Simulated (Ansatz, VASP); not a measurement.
One calculation of CdI2, two programs

INCAR

```
SYSTEM = CdI2
PREC     = Accurate       ! precision mode
ENCUT    = 500            ! plane-wave cutoff, eV
EDIFF    = 1E-6           ! SCF threshold, eV
ISMEAR   = 0              ! smearing method
SIGMA    = 0.05           ! smearing width, eV
LREAL    = .FALSE.        ! projectors in reciprocal space
LASPH    = .TRUE.         ! aspherical terms in the spheres
NELM     = 120            ! most SCF steps
ALGO     = Normal         ! electronic algorithm
ISIF     = 2              ! what is computed and relaxed
LWAVE    = .FALSE.        ! write WAVECAR
LCHARG   = .TRUE.         ! write CHGCAR
GGA      = PE             ! functional
IVDW     = 12             ! dispersion correction
LELF     = .TRUE.         ! ELF
LVHAR    = .TRUE.       
NBANDS   = 20             ! bands
GGA_COMPAT= .FALSE.
```

Contents of KPOINTS:

```
regular mesh
0
G
  9 9 4
  0 0 0
```

The input POSCAR:

```
CdI2
1.0
    4.3500991951      0.0000000000      0.0000000000
   -2.1750495975      3.7672964119      0.0000000000
    0.0000000000      0.0000000000      6.5160500000
Cd I
1 2
Direct
    0.0000000000      0.0000000000      0.0000000000
    0.3333333333      0.6666666667      0.2492000000
    0.6666666667      0.3333333333      0.7508000000
```

Input for Ansatz:

```yaml
crystal:
  lattice:
    - [4.3500991951, 0.0, 0.0]
    - [-2.1750495975, 3.7672964119, 0.0]
    - [0.0, 0.0, 6.51605]
  atoms:
    - { symbol: Cd, position: [0.0, 0.0, 0.0] }
    - { symbol: I, position: [0.3333333333, 0.6666666667, 0.2492] }
    - { symbol: I, position: [0.6666666667, 0.3333333333, 0.7508] }
basis:
  ecutwfc: 420
kpoints:
  mp_grid: { grid: [9, 9, 4] }
hamiltonian:
  xc: pbe
  dispersion: d3bj
scf:
  occupations: { method: gaussian, width: 0.05 }
output:
  forces: true
  stress: true
  eigenvalues: true
```

Change from the starting cell: strain +0.025 along x and y, -0.050 along z, atoms carried along.

Alike in both runs: task single point; functional PBE; dispersion D3(BJ); k mesh 9 × 9 × 4; occupations gaussian, width 0.05 eV; no spin polarisation.

|  | VASP | Ansatz |
| --- | --- | --- |
| version | VASP 6.6.1 | Ansatz 0.2.0 |
| potentials or method | VASP PAW PBE potentials, release 64 (Cd, I), cutoff 500 eV | scalar-relativistic, plane waves, PAW |
| valence electrons in the cell | 26 | 54 |

```tsv
	VASP	Ansatz	Ansatz less VASP
gap on the k mesh at the Fermi level (eV)	2.14	2.16	+0.019
least direct gap on the mesh (eV)	2.14	2.16	+0.019
pressure (GPa)	0.4	0.3	-0.12
traceless stress, the component that is largest in VASP (GPa)	1.16	1.18	+0.020
rms of the force components (eV/Å)	0.134	0.124	-0.0093
```

Atom by atom the forces differ by 0.009 eV/Å (rms over components). VASP's potentials hold 26 valence electrons a cell and Ansatz's 54, so a difference there can come from the potentials and not from the codes.

Spin-orbit coupling is off throughout.
